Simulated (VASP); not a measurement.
Mn, 1 atom in the cell. It takes space group Im-3m (No. 229, cubic). The conventional cell has a = 2.796 Å, b = 2.796 Å, c = 2.796 Å, α = 90.00°, β = 90.00°, γ = 90.00°. Within 3.2 Å of Mn (site symmetry m-3m) lie 14 Mn at 2.42 to 2.80 Å. This isn't the form of Mn at room conditions, which is a 58-atom cubic cell.

* Program: VASP 6.6.1
* Task: single point
* Functional: PBE
* Potentials or basis: VASP PAW PBE potentials, release 64 (Mn_pv)
* Cutoff: 520 eV
* k mesh: 20 × 20 × 20
* Occupations: gaussian, width 0.05 eV
* Spin: collinear spin, ferromagnetic start
* Starting moments: [0.95] μB
* Dipole correction: no
* Further INCAR settings: ALGO = Fast; EDIFF = 1e-06; NBANDS = 16

Potentials or basis: VASP PAW PBE potentials, release 64 (Mn_pv).

Run with:

```console
$ cat potpaw_PBE.64/Mn_pv/POTCAR > POTCAR
$ mpirun -np 1 vasp_std > vasp.out
```

Hardware: 1 thread of AMD EPYC 9R45 96-Core Processor (Zen 5), with other jobs on the host.

Estimate the wall time of this run.

Wall time 3.5 min on 1 thread of AMD EPYC 9R45 96-Core Processor (Zen 5), on a shared host, peak memory 0.15 GiB. Counts: scf iterations 55, k points 256.
